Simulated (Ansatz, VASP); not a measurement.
# One calculation of BN, two programs

File INCAR:

```
SYSTEM = BN
ALGO = Normal ; DIPOL = 0.5 0.5 0.500
EDIFF = 1E-6 ; ENCUT = 520
GGA = PE ; IDIPOL = 3
ISIF = 2 ; ISMEAR = 0
IVDW = 12 ; LASPH = .True.
LCHARG = .True. ; LDIPOL = .True.
LELF = .True. ; LREAL = .False.
LVACPOTAV = .True. ; LVHAR = .True.
LWAVE = .False. ; NBANDS = 11
NELM = 60 ; PREC = Accurate
SIGMA = 0.02
```

KPOINTS

```
k-points
0
Gamma
  12 12 1
  0 0 0
```

POSCAR

```
BN
1.0
    2.5120000000      0.0000000000      0.0000000000
   -1.2560000000      2.1754558143      0.0000000000
    0.0000000000      0.0000000000     26.0000000000
B N
1 1
Direct
    0.0000000000      0.0000000000      0.5137307692
    0.6666666667      0.3333333333      0.4862692308
```

Input for Ansatz:

```yaml
crystal:
  lattice:
    - [2.512, 0.0, 0.0]
    - [-1.256, 2.1754558143, 0.0]
    - [0.0, 0.0, 26.0]
  atoms:
    - { symbol: B, position: [0.0, 0.0, 0.5137307692] }
    - { symbol: "N", position: [0.6666666667, 0.3333333333, 0.4862692308] }
  periodic: [true, true, false]
basis:
  ecutwfc: 420
kpoints:
  mp_grid: { grid: [12, 12, 1] }
hamiltonian:
  xc: pbe
  dispersion: d3bj
scf:
  occupations: { method: gaussian, width: 0.02 }
output:
  forces: true
  stress: true
  eigenvalues: true
```

Alike in both runs: task single point; functional PBE; dispersion D3(BJ); k mesh 12 × 12 × 1; occupations gaussian, width 0.02 eV; no spin polarisation.

|  | VASP | Ansatz |
| --- | --- | --- |
| version | VASP 6.6.1 | Ansatz 0.2.0 |
| potentials or method | VASP PAW PBE potentials, release 64 (B, N), cutoff 520 eV | scalar-relativistic, plane waves, PAW |
| valence electrons in the cell | 8 | 8 |

Ansatz gave:

* gap on the k mesh at the Fermi level (eV): none
* rms of the force components (eV/Å): 5.670
* work function, face that differs most (eV): 2.88

Task: What did VASP give for the same quantities?

Result: gap on the k mesh at the Fermi level (eV): none; rms of the force components (eV/Å): 5.667; work function, face that differs most (eV): 2.87.

Atom by atom the forces differ by 0.002 eV/Å (rms over components). A gap of «none» marks a metal or a gap that the smearing closes.
